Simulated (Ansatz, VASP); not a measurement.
## Hf2H3 in VASP and in Ansatz

The input INCAR:

```
PREC = Accurate
ENCUT = 600
EDIFF = 1E-7
ISMEAR = 0
SIGMA = 0.1
LREAL = F
LASPH = T
NELM = 60
ALGO = Normal
ISIF = 3
LWAVE = F
LCHARG = F
GGA = PE
IBRION = 2
NSW = 90
EDIFFG = -0.04
```

KPOINTS

```
regular mesh
0
Gamma
  6 6 4
```

The input POSCAR:

```
Hf2H3
1.0
    3.5489496024      0.0000000000      0.0000000000
    0.0000000000      3.5489496024      0.0000000000
    0.0000000000      0.0000000000      5.7379078011
Hf H
2 3
Direct
    0.5000000000      0.5000000000      0.5000000000
    0.5000000000      0.5000000000      0.0000000000
    0.5000000000      0.0000000000      0.0000000000
    0.0000000000      0.5000000000      0.0000000000
    0.0000000000      0.0000000000      0.0000000000
```

Input for Ansatz:

```yaml
crystal:
  lattice:
    - [3.5489496024, 0.0, 0.0]
    - [0.0, 3.5489496024, 0.0]
    - [0.0, 0.0, 5.7379078011]
  atoms:
    - { symbol: Hf, position: [0.5, 0.5, 0.5] }
    - { symbol: Hf, position: [0.5, 0.5, 0.0] }
    - { symbol: H, position: [0.5, 0.0, 0.0] }
    - { symbol: H, position: [0.0, 0.5, 0.0] }
    - { symbol: H, position: [0.0, 0.0, 0.0] }
basis:
  ecutwfc: 420
kpoints:
  mp_grid: { grid: [6, 6, 4] }
hamiltonian:
  xc: pbe
scf:
  occupations: { method: gaussian, width: 0.1 }
  lower_state_search: "off"
output:
  forces: true
  stress: true
  eigenvalues: true
relax:
  adjacent_minimum: "off"
  f_tol: 0.04
  max_steps: 70
  cell: { stress_tol: 0.4 }
```

Change from the starting cell: species swapped into the Zr3Cd2 type (Pmmm, No. 47).

Alike in both runs: task relaxation of cell and atoms; functional PBE; k mesh 6 × 6 × 4; occupations gaussian, width 0.1 eV; no spin polarisation.

```csv
,VASP,Ansatz
version,VASP 6.6.1,Ansatz 0.2.0
potentials or method,"VASP PAW PBE potentials, release 64 (Hf_pv, H), cutoff 600 eV","scalar-relativistic, plane waves, PAW"
valence electrons in the cell,23,55
```

Ansatz gave:

```
gap on the k mesh at the Fermi level, each at its own relaxed structure (eV) : none
relaxed volume (Å³/atom)                                                     : 14.57
relaxed cell length with the largest relative difference (Å)                 : 5.843
```

Question: Which values does VASP return?

Answer: gap on the k mesh at the Fermi level, each at its own relaxed structure (eV): none; relaxed volume (Å³/atom): 14.51; relaxed cell length with the largest relative difference (Å): 5.820.

A gap of «none» marks a metal or a gap that the smearing closes. VASP's potentials hold 23 valence electrons a cell and Ansatz's 55, so a difference there can come from the potentials and not from the codes.

Spin-orbit coupling is off throughout.
